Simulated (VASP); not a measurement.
# ZnSe (Stilleite) (F-43m) in VASP: single point with LDA

Aim: the single point of ZnSe (Stilleite) with LDA.

Program: VASP 6.6.1. These are calculated values, not measurements. Logs are shortened: lines on timing, memory, paths and dates and some standing lists are left out, and cuts for length are marked.

## Step 1: The cell of the first run

The structure is cubic, space group F-43m (No. 216). Conventional cell: a = 5.668 Å, b = 5.668 Å, c = 5.668 Å, α = 90.00°, β = 90.00°, γ = 90.00°. Zn (site symmetry -43m) has 4 Se at 2.45 Å within 3.2 Å. Se (site symmetry -43m) has 4 Zn at 2.45 Å within 3.2 Å.

## Step 2: Single point, LDA

Input file INCAR:

```
PREC = Accurate
ENCUT = 520
EDIFF = 1E-6
ISMEAR = 0
SIGMA = 0.01
LREAL = F
LASPH = T
NELM = 60
ALGO = Normal
ISIF = 2
LWAVE = F
LCHARG = F
NBANDS = 16
```

Input file KPOINTS:

```
regular mesh
0
Gamma
  6 6 6
```

Input file POSCAR:

```
ZnSe
1.0
    4.0075980000      0.0000000000      0.0000000000
    2.0037990000      3.4706816762      0.0000000000
    2.0037990000      1.1568938921      3.2721900647
Zn Se
1 1
Direct
    0.0000000000      0.0000000000      0.0000000000
    0.2500000000      0.2500000000      0.2500000000
```

Potentials or basis: VASP PAW LDA potentials, release 64 (Zn, Se).

The run is started by

```sh
cat potpaw_LDA.64/Zn/POTCAR potpaw_LDA.64/Se/POTCAR > POTCAR
mpirun -np 1 vasp_std > vasp.out
```

OUTCAR:

```text
PREC = Accurate
   ENCUT = 520
   EDIFF = 1E-6
   ISMEAR = 0
   LREAL = F
   LASPH = T
   NELM = 60
   ISIF = 2

 ion  position               nearest neighbor table
   1  0.000  0.000  0.000-   2 2.45   2 2.45   2 2.45   2 2.45
   2  0.250  0.250  0.250-   1 2.45   1 2.45   1 2.45   1 2.45

  LATTYP: Found a face centered cubic cell.
 ALAT       =     5.6675994442

  Lattice vectors:

 A1 = (   4.0075980000,   0.0000000000,   0.0000000000)
 A2 = (   2.0037990000,   3.4706816762,   0.0000000000)
 A3 = (   2.0037990000,   1.1568938921,   3.2721900647)

Analysis of symmetry for initial positions (statically):
=====================================================================
 Subroutine PRICEL returns:
 Original cell was already a primitive cell.

 Routine SETGRP: Setting up the symmetry group for a
 face centered cubic supercell.

 Subroutine GETGRP returns: Found 24 space group operations
 (whereof 24 operations were pure point group operations)
 out of a pool of 48 trial point group operations.

The static configuration has the point symmetry T_d .

Analysis of symmetry for dynamics (positions and initial velocities):
=====================================================================
 Subroutine PRICEL returns:
 Original cell was already a primitive cell.

 Routine SETGRP: Setting up the symmetry group for a
 face centered cubic supercell.

 Subroutine GETGRP returns: Found 24 space group operations
 (whereof 24 operations were pure point group operations)
 out of a pool of 48 trial point group operations.

The dynamic configuration has the point symmetry T_d .

 Subroutine INISYM returns: Found 24 space group operations
 (whereof 24 operations are pure point group operations),
 and found     1 'primitive' translations

----------------------------------------------------------------------------------------

                                     Primitive cell

  volume of cell :      45.5132

  direct lattice vectors                    reciprocal lattice vectors
     4.007598000  0.000000000  0.000000000     0.249526025 -0.144063918 -0.101868573
     2.003799000  3.470681676  0.000000000     0.000000000  0.288127836 -0.101868573
     2.003799000  1.156893892  3.272190065     0.000000000  0.000000000  0.305605720

[... 69 lines left out ...]
   LNONCOLLINEAR =      F non collinear calculations
   LSORBIT =      F    spin-orbit coupling
   LASPH  =      T    aspherical Exc in radial PAW
   ENCUT  =  520.0 eV  38.22 Ry    6.18 a.u.   7.45  7.45  7.45*2*pi/ulx,y,z
   NELM   =     60;   NELMIN=  2; NELMDL= -5     # of ELM steps
   EDIFF  = 0.1E-05   stopping-criterion for ELM
   LREAL  =      F    real-space projection
   EDIFFG = 0.1E-04   stopping-criterion for IOM
   NSW    =      0    number of steps for IOM
   IBRION =     -1    ionic relax: 0-MD 1-quasi-New 2-CG
   NFREE  =      0    steps in history (QN), initial steepest desc. (CG)
   ISIF   =      2    stress and relaxation
   ISYM   =      2    0-nonsym 1-usesym 2-fastsym
   POTIM  = 0.5000    time-step for ionic-motion
   TEBEG  =    0.0;   TEEND  =   0.0 temperature during run
   PSTRESS=    0.0 pullay stress
   NELECT =      18.0000    total number of electrons
   NUPDOWN=      -1.0000    fix difference up-down
   EMIN   =  10.00;   EMAX   =-10.00  energy-range for DOS
   EFERMI =   0.00;   METHOD = LEGACY
   ISMEAR =     0;   SIGMA  =   0.01  broadening in eV -4-tet -1-fermi 0-gaus
   EFERMI_NEDOS =   21; number of points for ismear=-14 and -15
   IALGO  =     38    algorithm
   IMIX   =      4    mixing-type and parameters
     AMIX     =   0.40;   BMIX     =  1.00
     AMIX_MAG =   1.60;   BMIX_MAG =  1.00
  volume/ion in A,a.u.               =      22.76       153.57
  Fermi-wavevector in a.u.,A,eV,Ry     =   1.201674  2.270834 19.647077  1.444019
  Thomas-Fermi vector in A             =   2.337476
   LORBIT       =      0    0 simple, 1 ext, 2 COOP (PROOUT), +10 PAW based schemes
   GGA     = CA    functional components
   LHFCALC =     F    Hartree Fock is set to
   AEXX    =    0.0000 exact exchange contribution
   IVDW    =     0    specifies the selected vdW correction
   LEPSILON=     F    determine dielectric tensor
   LRPA    =     F    only Hartree local field effects (RPA)
 non-spin polarized calculation
 Gauss-broadening in eV      SIGMA  =   0.01
  energy-cutoff  :      520.00
  volume of cell :       45.51
 maximum number of plane-waves:      1243
 NGX is ok and might be reduce to    30
   NGX = 15   NGY = 15   NGZ = 15

 number of electron      18.0000011 magnetization

 Free energy of the ion-electron system (eV)
  ---------------------------------------------------
  ext. energy  EPLUGINS =         0.00000000
  ---------------------------------------------------
  free energy    TOTEN  =        -7.34436089 eV

  energy without entropy =       -7.34436089  energy(sigma->0) =       -7.34436089

 E-fermi :   1.5597     XC(G=0):  -9.6979

 val. band max:        1.5114562416   @ k =   0.0000   0.0000   0.0000
 cond. band min:       2.5775337338   @ k =   0.0000   0.0000   0.0000
 fundamental gap:      1.0660774922
 Fermi energy:         1.5597454016

 k-point     1 :       0.0000    0.0000    0.0000
  band No.  band energies     occupation
      1     -11.7779      2.00000
      2      -5.1691      2.00000
      3      -5.1691      2.00000
      4      -5.1691      2.00000
      5      -4.8103      2.00000
      6      -4.8103      2.00000
[... 281 lines left out ...]
      3      -4.9599      2.00000
      4      -4.8873      2.00000
      5      -4.7960      2.00000
      6      -4.5364      2.00000
[... 8 lines left out ...]
     15      15.2267      0.00000
     16      15.5356      0.00000

------------------------ aborting loop because EDIFF is reached ----------------------------------------

  FORCE on cell =-STRESS in cart. coord.  units (eV):
  Direction    XX          YY          ZZ          XY          YZ          ZX
  --------------------------------------------------------------------------------------
  -------------------------------------------------------------------------------------
  Total       -0.8719131     -0.8719131     -0.8719131      0.0000000     -0.0000000     -0.0000000
  in kB      -30.6934957    -30.6934957    -30.6934957      0.0000000     -0.0000000     -0.0000000
  external PRESSURE =     -30.6934957 kB  Pullay stress =       0.0000000 kB

 VOLUME and BASIS-vectors are now :
 -----------------------------------------------------------------------------
  energy-cutoff  :      520.00
  volume of cell :       45.51
      direct lattice vectors                 reciprocal lattice vectors
     4.007598000  0.000000000  0.000000000     0.249526025 -0.144063918 -0.101868573
     2.003799000  3.470681676  0.000000000     0.000000000  0.288127836 -0.101868573
     2.003799000  1.156893892  3.272190065     0.000000000  0.000000000  0.305605720

 POSITION                                       TOTAL-FORCE (eV/Angst)
 -----------------------------------------------------------------------------------
      0.00000      0.00000      0.00000        -0.000000     -0.000000     -0.000000
      2.00380      1.15689      0.81805         0.000000      0.000000      0.000000
 -----------------------------------------------------------------------------------
    total drift:                               -0.000001     -0.000001     -0.000000

  FREE ENERGIE OF THE ION-ELECTRON SYSTEM (eV)
  ---------------------------------------------------
  free  energy   TOTEN  =        -7.3443608911 eV

  energy  without entropy=       -7.3443608911  energy(sigma->0) =       -7.34436089
```

stdout:

```text
POSCAR found type information on POSCAR ZnSe
 POSCAR found :  2 types and       2 ions
 scaLAPACK will be used
 LDA part: xc-table for (Slater(with rela. corr.)+CA(PZ))
 , standard interpolation
 POSCAR, INCAR and KPOINTS ok, starting setup
 FFT: planning ... GRIDC
 FFT: planning ... GRID_SOFT
 FFT: planning ... GRID
 WAVECAR not read
 entering main loop
```

Run time: 6.4 s. Hardware: 1 thread of Intel Xeon 6975P-C (Granite Rapids), shared host; peak memory 0.14 GiB.

Results:

```yaml
Free_energy: -7.3444 eV
Pressure: -3.1 GPa
Band_gap_on_the_k_mesh: 1.07 eV, direct
```

Levels at points of the mesh, in eV from the valence-band top:
```csv
k point,band 7,band 8,band 9,band 10,band 11,band 12
"(0.00, 0.00, 0.00)",0.00,0.00,0.00,1.07,5.70,5.70
"(0.50, 0.00, 0.00)",-5.29,-0.88,-0.88,2.37,6.28,6.28
"(0.50, 0.50, 0.00)",-4.83,-2.20,-2.20,2.80,3.32,10.52
```
